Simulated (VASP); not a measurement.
# GeSb2Te4 (I-4m2) in VASP: single point with PBE

Aim: the single point of GeSb2Te4 with PBE.

Program: VASP 6.6.1. These are calculated values, not measurements. Logs are shortened: lines on timing, memory, paths and dates and some standing lists are left out, and cuts for length are marked.

**1. The cell of the first run**

Symmetry: I-4m2, No. 119, tetragonal system. Conventional cell: a = 6.119 Å, b = 6.119 Å, c = 12.103 Å, α = 90.00°, β = 90.00°, γ = 90.00°. Within 4.0 Å of Ge (site symmetry -4m2) lie 6 Te at 3.00 to 3.06 Å. Sb (site symmetry -4m2) has 6 Te at 3.05 to 3.06 Å within 4.0 Å. Sb (site symmetry -4m2) has 6 Te at 3.05 to 3.06 Å within 4.0 Å. Within 4.0 Å of Te (site symmetry 2mm) lie 3 Sb at 3.05 to 3.06 Å and 2 Ge at 3.06 Å. Te (site symmetry 2mm) has 1 Ge at 3.00 Å and 3 Sb at 3.05 to 3.06 Å within 4.0 Å.

**2. Single point, PBE**

Contents of INCAR:

```
  PREC = Accurate
  ENCUT = 520
  EDIFF = 1E-6
  ISMEAR = 0
  SIGMA = 0.05
  LREAL = Auto
  LASPH = T
  NELM = 60
  ALGO = Normal
  ISIF = 2
  LWAVE = F
  LCHARG = F
  GGA = PE
  NBANDS = 226
```

Contents of KPOINTS:

```
Automatic mesh
0
Gamma
  1 1 1
```

Contents of POSCAR:

```
GeSb2Te4
1.0
   12.2383000000      0.0000000000      0.0000000000
    0.0000000000     12.2383000000      0.0000000000
   -6.1191500000     -6.1191500000     12.1028300000
Ge Sb Te
8 16 32
Direct
    0.0000000000      0.0000000000      0.0000000000
    0.0000000000      0.0000000000      0.5000000000
    0.5000000000      0.0000000000      0.5000000000
    0.5000000000      0.0000000000      0.0000000000
    0.0000000000      0.5000000000      0.5000000000
    0.0000000000      0.5000000000      0.0000000000
    0.5000000000      0.5000000000      0.0000000000
    0.5000000000      0.5000000000      0.5000000000
    0.2500000000      0.2500000000      0.5000000000
    0.2500000000      0.2500000000      0.0000000000
    0.7500000000      0.2500000000      0.0000000000
    0.7500000000      0.2500000000      0.5000000000
    0.2500000000      0.7500000000      0.0000000000
    0.2500000000      0.7500000000      0.5000000000
    0.7500000000      0.7500000000      0.5000000000
    0.7500000000      0.7500000000      0.0000000000
    0.3750000000      0.1250000000      0.2500000000
    0.3750000000      0.1250000000      0.7500000000
    0.8750000000      0.1250000000      0.7500000000
    0.8750000000      0.1250000000      0.2500000000
    0.3750000000      0.6250000000      0.7500000000
    0.3750000000      0.6250000000      0.2500000000
    0.8750000000      0.6250000000      0.2500000000
    0.8750000000      0.6250000000      0.7500000000
    0.0008100000      0.2508100000      0.0016200000
    0.0008100000      0.2508100000      0.5016200000
    0.5008100000      0.2508100000      0.5016200000
    0.5008100000      0.2508100000      0.0016200000
    0.0008100000      0.7508100000      0.5016200000
    0.0008100000      0.7508100000      0.0016200000
    0.5008100000      0.7508100000      0.0016200000
    0.5008100000      0.7508100000      0.5016200000
    0.1240810000      0.1240810000      0.2481620000
    0.1240810000      0.1240810000      0.7481620000
    0.6240810000      0.1240810000      0.7481620000
    0.6240810000      0.1240810000      0.2481620000
    0.1240810000      0.6240810000      0.7481620000
    0.1240810000      0.6240810000      0.2481620000
    0.6240810000      0.6240810000      0.2481620000
    0.6240810000      0.6240810000      0.7481620000
    0.2491900000      0.4991900000      0.4983800000
    0.2491900000      0.4991900000      0.9983800000
    0.7491900000      0.4991900000      0.9983800000
    0.7491900000      0.4991900000      0.4983800000
    0.2491900000      0.9991900000      0.9983800000
    0.2491900000      0.9991900000      0.4983800000
    0.7491900000      0.9991900000      0.4983800000
    0.7491900000      0.9991900000      0.9983800000
    0.3759190000      0.3759190000      0.7518380000
    0.3759190000      0.3759190000      0.2518380000
    0.8759190000      0.3759190000      0.2518380000
    0.8759190000      0.3759190000      0.7518380000
    0.3759190000      0.8759190000      0.2518380000
    0.3759190000      0.8759190000      0.7518380000
    0.8759190000      0.8759190000      0.7518380000
    0.8759190000      0.8759190000      0.2518380000
```

Potentials or basis: VASP PAW PBE potentials, release 64 (Ge_d, Sb, Te).

Launch:

```bash
$ cat potpaw_PBE.64/Ge_d/POTCAR potpaw_PBE.64/Sb/POTCAR potpaw_PBE.64/Te/POTCAR > POTCAR
$ mpirun -np 1 vasp_gam > vasp.out
```

OUTCAR:

```text
PREC = Accurate
   ENCUT = 520
   EDIFF = 1E-6
   ISMEAR = 0
   LREAL = Auto
   LASPH = T
   NELM = 60
   ISIF = 2
   GGA = PE

 ion  position               nearest neighbor table
   1  0.000  0.000  0.000-  33 3.00  55 3.00  25 3.06  45 3.06  48 3.06  30 3.06
   2  0.000  0.000  0.500-  34 3.00  56 3.00  26 3.06  46 3.06  47 3.06  29 3.06
   3  0.500  0.000  0.500-  35 3.00  53 3.00  27 3.06  46 3.06  47 3.06  32 3.06
   4  0.500  0.000  0.000-  36 3.00  54 3.00  28 3.06  45 3.06  48 3.06  31 3.06
   5  0.000  0.500  0.500-  37 3.00  51 3.00  26 3.06  41 3.06  44 3.06  29 3.06
   6  0.000  0.500  0.000-  38 3.00  52 3.00  25 3.06  42 3.06  43 3.06  30 3.06
[... 36 lines left out ...]
  43  0.749  0.499  0.998-  23 3.05   7 3.06  11 3.06  16 3.06   6 3.06
  44  0.749  0.499  0.498-  24 3.05   8 3.06  12 3.06  15 3.06   5 3.06
  45  0.249  0.999  0.998-  17 3.05   4 3.06  10 3.06  13 3.06   1 3.06
  46  0.249  0.999  0.498-  18 3.05   3 3.06   9 3.06  14 3.06   2 3.06
  47  0.749  0.999  0.498-  19 3.05   3 3.06  12 3.06  15 3.06   2 3.06
  48  0.749  0.999  0.998-  20 3.05   4 3.06  11 3.06  16 3.06   1 3.06
  49  0.376  0.376  0.752-   7 3.00   9 3.05  21 3.06  18 3.06
  50  0.376  0.376  0.252-   8 3.00  10 3.05  22 3.06  17 3.06
  51  0.876  0.376  0.252-   5 3.00  11 3.05  23 3.06  20 3.06
  52  0.876  0.376  0.752-   6 3.00  12 3.05  24 3.06  19 3.06
  53  0.376  0.876  0.252-   3 3.00  13 3.05  17 3.06  22 3.06
  54  0.376  0.876  0.752-   4 3.00  14 3.05  18 3.06  21 3.06
  55  0.876  0.876  0.752-   1 3.00  15 3.05  19 3.06  24 3.06
  56  0.876  0.876  0.252-   2 3.00  16 3.05  20 3.06  23 3.06

  LATTYP: Found a body centered tetragonal cell.
 ALAT       =    12.2383000000
 C/A-ratio  =     1.9778613043

  Lattice vectors:

 A1 = (   6.1191500000,  -6.1191500000, -12.1028300000)
 A2 = (  -6.1191500000,   6.1191500000, -12.1028300000)
 A3 = (   6.1191500000,   6.1191500000,  12.1028300000)

Analysis of symmetry for initial positions (statically):
=====================================================================
 Subroutine PRICEL returns following result:

  LATTYP: Found a body centered tetragonal cell.
 ALAT       =     6.1191500000
 C/A-ratio  =     1.9778613043

  Lattice vectors:

 A1 = (   3.0595750000,  -3.0595750000,  -6.0514150000)
 A2 = (  -3.0595750000,   3.0595750000,  -6.0514150000)
 A3 = (   3.0595750000,   3.0595750000,   6.0514150000)

   8 primitive cells build up your supercell.

 Routine SETGRP: Setting up the symmetry group for a
 body centered tetragonal supercell.

 Subroutine GETGRP returns: Found  8 space group operations
 (whereof  8 operations were pure point group operations)
 out of a pool of 16 trial point group operations.

The static configuration has the point symmetry D_2d.

Analysis of symmetry for dynamics (positions and initial velocities):
=====================================================================
 Subroutine PRICEL returns following result:

  LATTYP: Found a body centered tetragonal cell.
 ALAT       =     6.1191500000
 C/A-ratio  =     1.9778613043

  Lattice vectors:

 A1 = (   3.0595750000,  -3.0595750000,  -6.0514150000)
 A2 = (  -3.0595750000,   3.0595750000,  -6.0514150000)
 A3 = (   3.0595750000,   3.0595750000,   6.0514150000)

   8 primitive cells build up your supercell.

 Routine SETGRP: Setting up the symmetry group for a
 body centered tetragonal supercell.

 Subroutine GETGRP returns: Found  8 space group operations
 (whereof  8 operations were pure point group operations)
 out of a pool of 16 trial point group operations.

The dynamic configuration has the point symmetry D_2d.

 Subroutine INISYM returns: Found  8 space group operations
 (whereof  8 operations are pure point group operations),
 and found     8 'primitive' translations

----------------------------------------------------------------------------------------

                                     Primitive cell

  volume of cell :     226.5892

  direct lattice vectors                    reciprocal lattice vectors
     3.059575000 -3.059575000 -6.051415000     0.163421390  0.000000000 -0.082625303
    -3.059575000  3.059575000 -6.051415000     0.000000000  0.163421390 -0.082625303
     3.059575000  3.059575000  6.051415000     0.163421390  0.163421390  0.000000000

  length of vectors
     7.439194974  7.439194974  7.439194974     0.183121521  0.183121521  0.231112746

  position of ions in fractional coordinates (direct lattice)
     0.000000000  0.000000000  0.000000000
     0.500000000  0.500000000  0.000000000
     0.250000000  0.750000000  0.500000000
     0.998380000  0.498380000  0.500000000
     0.751838000  0.751838000  1.000000000
     0.501620000  0.001620000  0.500000000
     0.248162000  0.248162000  0.000000000

  ion indices of the primitive-cell ions
   primitive index   ion index
                 1           1
                 2          13
                 3          19
                 4          30
                 5          33
                 6          45
                 7          55

----------------------------------------------------------------------------------------

 KPOINTS: Automatic mesh

Automatic generation of k-mesh.
 Grid dimensions read from file:
 generate k-points for:    1    1    1

 Generating k-lattice:

  Cartesian coordinates                     Fractional coordinates (reciprocal lattice)
     0.081710695  0.000000000  0.041312652     1.000000000  0.000000000  0.000000000
     0.000000000  0.081710695  0.041312652     0.000000000  1.000000000  0.000000000
     0.000000000  0.000000000  0.082625303     0.000000000  0.000000000  1.000000000

  Length of vectors
     0.091560761  0.091560761  0.082625303

  Shift w.r.t. Gamma in fractional coordinates (k-lattice)
     0.000000000  0.000000000  0.000000000

 Subroutine IBZKPT returns following result:
 ===========================================

 Found      1 irreducible k-points:

 Following reciprocal coordinates:
            Coordinates               Weight
  0.000000  0.000000  0.000000      1.000000
   k-points           NKPTS =      1   k-points in BZ     NKDIM =      1   number of bands    NBANDS=    226
   number of dos      NEDOS =    301   number of ions     NIONS =     56
   total plane-waves  NPLWV = ******
   dimension x,y,z NGX =    96 NGY =   96 NGZ =  112
   dimension x,y,z NGXF=   192 NGYF=  192 NGZF=  224
   ions per type =               8  16  32
   NGX,Y,Z   is equivalent  to a cutoff of  13.04, 13.04, 12.51 a.u.
   NGXF,Y,Z  is equivalent  to a cutoff of  26.08, 26.08, 25.03 a.u.
 SYSTEM =  unknown system
   PREC   = accura    normal or accurate (medium, high low for compatibility)
   ISTART =      0    job   : 0-new  1-cont  2-samecut
   ICHARG =      2    charge: 1-file 2-atom 10-const
   ISPIN  =      1    spin polarized calculation?
   LNONCOLLINEAR =      F non collinear calculations
   LSORBIT =      F    spin-orbit coupling
   LASPH  =      T    aspherical Exc in radial PAW
   ENCUT  =  520.0 eV  38.22 Ry    6.18 a.u.  22.76 22.76 27.66*2*pi/ulx,y,z
   NELM   =     60;   NELMIN=  2; NELMDL= -5     # of ELM steps
   EDIFF  = 0.1E-05   stopping-criterion for ELM
   LREAL  =      T    real-space projection
   EDIFFG = 0.1E-04   stopping-criterion for IOM
   NSW    =      0    number of steps for IOM
   IBRION =     -1    ionic relax: 0-MD 1-quasi-New 2-CG
   NFREE  =      0    steps in history (QN), initial steepest desc. (CG)
   ISIF   =      2    stress and relaxation
   ISYM   =      2    0-nonsym 1-usesym 2-fastsym
   POTIM  = 0.5000    time-step for ionic-motion
   TEBEG  =    0.0;   TEEND  =   0.0 temperature during run
   PSTRESS=    0.0 pullay stress
   NELECT =     384.0000    total number of electrons
   NUPDOWN=      -1.0000    fix difference up-down
   EMIN   =  10.00;   EMAX   =-10.00  energy-range for DOS
   EFERMI =   0.00;   METHOD = LEGACY
   ISMEAR =     0;   SIGMA  =   0.05  broadening in eV -4-tet -1-fermi 0-gaus
   EFERMI_NEDOS =   21; number of points for ismear=-14 and -15
   IALGO  =     38    algorithm
   IMIX   =      4    mixing-type and parameters
     AMIX     =   0.40;   BMIX     =  1.00
     AMIX_MAG =   1.60;   BMIX_MAG =  1.00
  volume/ion in A,a.u.               =      32.37       218.44
  Fermi-wavevector in a.u.,A,eV,Ry     =   0.975908  1.844199 12.958139  0.952396
  Thomas-Fermi vector in A             =   2.106485
   LORBIT       =      0    0 simple, 1 ext, 2 COOP (PROOUT), +10 PAW based schemes
   GGA     = PE    functional components
   LHFCALC =     F    Hartree Fock is set to
   AEXX    =    0.0000 exact exchange contribution
   IVDW    =     0    specifies the selected vdW correction
   LEPSILON=     F    determine dielectric tensor
   LRPA    =     F    only Hartree local field effects (RPA)
 non-spin polarized calculation
 Gauss-broadening in eV      SIGMA  =   0.05
  energy-cutoff  :      520.00
  volume of cell :     1812.71
 maximum number of plane-waves:     24429
 NGX is ok and might be reduce to    90
   NGX = 45   NGY = 45   NGZ = 55

 number of electron     384.0000020 magnetization

 Free energy of the ion-electron system (eV)
  ---------------------------------------------------
  ext. energy  EPLUGINS =         0.00000000
  ---------------------------------------------------
  free energy    TOTEN  =      -187.87478081 eV

  energy without entropy =     -187.76541974  energy(sigma->0) =     -187.82010027

 E-fermi :   5.3909     XC(G=0):  -9.1209

 val. band max:        5.3818092266   @ k =   0.0000   0.0000   0.0000
 cond. band min:       5.4000589636   @ k =   0.0000   0.0000   0.0000
 fundamental gap:      0.0182497370
 Fermi energy:         5.3909157997

 k-point     1 :       0.0000    0.0000    0.0000
  band No.  band energies     occupation
      1     -19.7867      2.00000
      2     -19.7867      2.00000
      3     -19.7866      2.00000
      4     -19.7866      2.00000
      5     -19.7866      2.00000
      6     -19.7866      2.00000
[... 196 lines left out ...]
    203       5.7166      0.00000
    204       5.7167      0.00000
 [bands above 204 left out]

------------------------ aborting loop because EDIFF is reached ----------------------------------------

  FORCE on cell =-STRESS in cart. coord.  units (eV):
  Direction    XX          YY          ZZ          XY          YZ          ZX
  --------------------------------------------------------------------------------------
  -------------------------------------------------------------------------------------
  Total       33.5205194     33.5205194    -48.4510166      0.0000000      0.0000000      0.0000000
  in kB       29.6273084     29.6273084    -42.8237163      0.0000000      0.0000000      0.0000000
  external PRESSURE =       5.4769668 kB  Pullay stress =       0.0000000 kB

 VOLUME and BASIS-vectors are now :
 -----------------------------------------------------------------------------
  energy-cutoff  :      520.00
  volume of cell :     1812.71
      direct lattice vectors                 reciprocal lattice vectors
    12.238300000  0.000000000  0.000000000     0.081710695  0.000000000  0.041312652
     0.000000000 12.238300000  0.000000000     0.000000000  0.081710695  0.041312652
    -6.119150000 -6.119150000 12.102830000     0.000000000  0.000000000  0.082625303

 POSITION                                       TOTAL-FORCE (eV/Angst)
 -----------------------------------------------------------------------------------
      0.00000      0.00000      0.00000        -0.000000      0.000000      0.000000
     -3.05958     -3.05958      6.05142        -0.000000      0.000000      0.000000
      3.05958     -3.05958      6.05142        -0.000000      0.000000      0.000000
      6.11915      0.00000      0.00000        -0.000000      0.000000      0.000000
     -3.05958      3.05958      6.05142        -0.000000      0.000000      0.000000
      0.00000      6.11915      0.00000        -0.000000      0.000000      0.000000
[... 48 lines left out ...]
      6.11915      6.11915      9.09937         0.000000      0.000000     -0.054113
      9.17873      9.17873      3.04795         0.000000      0.000000     -0.054113
 -----------------------------------------------------------------------------------
    total drift:                               -0.000017      0.000017     -0.000000

  FREE ENERGIE OF THE ION-ELECTRON SYSTEM (eV)
  ---------------------------------------------------
  free  energy   TOTEN  =      -187.8747808078 eV

  energy  without entropy=     -187.7654197393  energy(sigma->0) =     -187.82010027
```

Run time: 21 min. Hardware: 1 thread of Oxide Virtual Turin-like, shared host; peak memory 1.8 GiB.

What came out:

- Free energy: -187.8748 eV
- Pressure: 0.5 GPa
- Largest force: 0.277 eV/Å
- Band gap on the k mesh: 0.02 eV

Forces in eV/Å, atoms in the order of the input:
```
Ge   0.000  0.000  0.000
Ge   0.000  0.000  0.000
Ge   0.000  0.000  0.000
Ge   0.000  0.000  0.000
Ge   0.000  0.000  0.000
Ge   0.000  0.000  0.000
Ge   0.000  0.000  0.000
Ge   0.000  0.000  0.000
Sb   0.000  0.000  0.000
Sb   0.000  0.000  0.000
Sb   0.000  0.000  0.000
Sb   0.000  0.000  0.000
Sb   0.000  0.000  0.000
Sb   0.000  0.000  0.000
Sb   0.000  0.000  0.000
Sb   0.000  0.000  0.000
Sb   0.000  0.000  0.000
Sb   0.000  0.000  0.000
Sb   0.000  0.000  0.000
Sb   0.000  0.000  0.000
Sb   0.000  0.000  0.000
Sb   0.000  0.000  0.000
Sb   0.000  0.000  0.000
Sb   0.000  0.000  0.000
Te   0.000  0.000 -0.277
Te   0.000  0.000 -0.277
Te   0.000  0.000 -0.277
Te   0.000  0.000 -0.277
Te   0.000  0.000 -0.277
Te   0.000  0.000 -0.277
Te   0.000  0.000 -0.277
Te   0.000  0.000 -0.277
Te   0.000  0.000  0.054
Te   0.000  0.000  0.054
Te   0.000  0.000  0.054
Te   0.000  0.000  0.054
Te   0.000  0.000  0.054
Te   0.000  0.000  0.054
Te   0.000  0.000  0.054
Te   0.000  0.000  0.054
Te   0.000  0.000  0.277
Te   0.000  0.000  0.277
Te   0.000  0.000  0.277
Te   0.000  0.000  0.277
Te   0.000  0.000  0.277
Te   0.000  0.000  0.277
Te   0.000  0.000  0.277
Te   0.000  0.000  0.277
Te   0.000  0.000 -0.054
Te   0.000  0.000 -0.054
Te   0.000  0.000 -0.054
Te   0.000  0.000 -0.054
Te   0.000  0.000 -0.054
Te   0.000  0.000 -0.054
Te   0.000  0.000 -0.054
Te   0.000  0.000 -0.054
```

Caveat: the k points lie up to 0.58 Å⁻¹ apart; spin-orbit coupling is left out, which moves the levels of the heavy elements. A k mesh can miss the band edges.
